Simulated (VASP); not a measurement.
A run of VASP 6.6.1:

Contents of INCAR:

```
SYSTEM = LuPd2O2
  ALGO = Normal
  EDIFF = 1E-6
  ENCUT = 700
  GGA = PE
  GGA_COMPAT = .False.
  ISIF = 2
  ISMEAR = 0
  ISPIN = 2
  LASPH = .True.
  LCHARG = .True.
  LELF = .True.
  LMAXMIX = 4
  LORBIT = 11
  LREAL = .False.
  LVHAR = .True.
  LWAVE = .False.
  MAGMOM = 0 1 1 0 0
  NBANDS = 48
  NELM = 200
  PREC = Accurate
  SIGMA = 0.1
```

The input KPOINTS:

```
k-points
0
Gamma
  6 6 6
  0 0 0
```

Contents of POSCAR:

```
LuPd2O2
1.0
   -2.1394166049      2.1394166049      4.2146066624
    2.1394166049     -2.1394166049      4.2146066624
    2.1394166049      2.1394166049     -4.2146066624
Lu Pd O
1 2 2
Direct
    0.5000000000      0.5000000000      0.0000000000
    0.8384379626      0.8384379626      0.0000000000
    0.1615620374      0.1615620374      0.0000000000
    0.5000000000      0.0000000000      0.5000000000
    0.0000000000      0.5000000000      0.5000000000
```

Potentials or basis: VASP PAW PBE potentials, release 64 (Lu, Pd_sv_GW, O).

Launch:

```console
$ cat potpaw_PBE.64/Lu/POTCAR potpaw_PBE.64/Pd_sv_GW/POTCAR potpaw_PBE.64/O/POTCAR > POTCAR
$ mpirun -np 1 vasp_std > vasp.out
```

Hardware: 1 thread of Intel(R) Xeon(R) 6975P-C (Granite Rapids), with other jobs on the host.

**Question.** Estimate the wall time of this run.

**Answer.** Wall time 7.6 min on 1 thread of Intel(R) Xeon(R) 6975P-C (Granite Rapids), with other jobs on the host, peak memory 0.61 GiB. Counts: scf iterations 21, k points 30.
